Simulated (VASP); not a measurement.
Here is a VASP 6.6.1 calculation.

The input INCAR:

```
SYSTEM = Cu
PREC     = Accurate       ! precision mode
ENCUT    = 590            ! plane-wave cutoff, eV
EDIFF    = 1E-7           ! SCF threshold, eV
ISMEAR   = 0              ! smearing method
SIGMA    = 0.1            ! smearing width, eV
LREAL    = .False.        ! projectors in reciprocal space
LASPH    = .True.         ! aspherical terms in the spheres
NELM     = 300            ! most SCF steps
ALGO     = All            ! electronic algorithm
ISIF     = 3              ! what is computed and relaxed
LWAVE    = .False.        ! write WAVECAR
LCHARG   = .False.        ! write CHGCAR
GGA      = PE             ! functional
IBRION   = 2              ! ionic algorithm
NSW      = 80             ! ionic steps
EDIFFG   = -0.01          ! ionic threshold
GGA_COMPAT= .False.      
NELMIN   = 4            
ISEARCH  = 1
```

The input KPOINTS:

```
regular mesh
0
Gamma
  1 1 1
  0 0 0
```

POSCAR

```
Cu
1.0
   -1.4427933200      1.4427933200      1.3760814500
    1.4427933200     -1.4427933200      1.3760814500
    1.4427933200      1.4427933200     -1.3760814500
Cu
1
Direct
    0.0000000000      0.0000000000      0.0000000000
```

Potentials or basis: VASP PAW PBE potentials, release 64 (Cu).

Command:

```bash
$ cat potpaw_PBE.64/Cu/POTCAR > POTCAR
$ mpirun -np 4 vasp_gam > vasp.out
```

(1) Estimate the band gap on the k mesh.

(2) Predict the relaxed cell.

## Answers

(1) zero (an odd number of electrons rules out a gap without spin polarisation).

(2) a = 2.194 Å, b = 2.194 Å, c = 2.194 Å, α = 109.47°, β = 109.47°, γ = 109.47°.

Caveat: the k points lie up to 3.51 Å⁻¹ apart in the final cell, too coarse for converged energies and pressures of a metal.
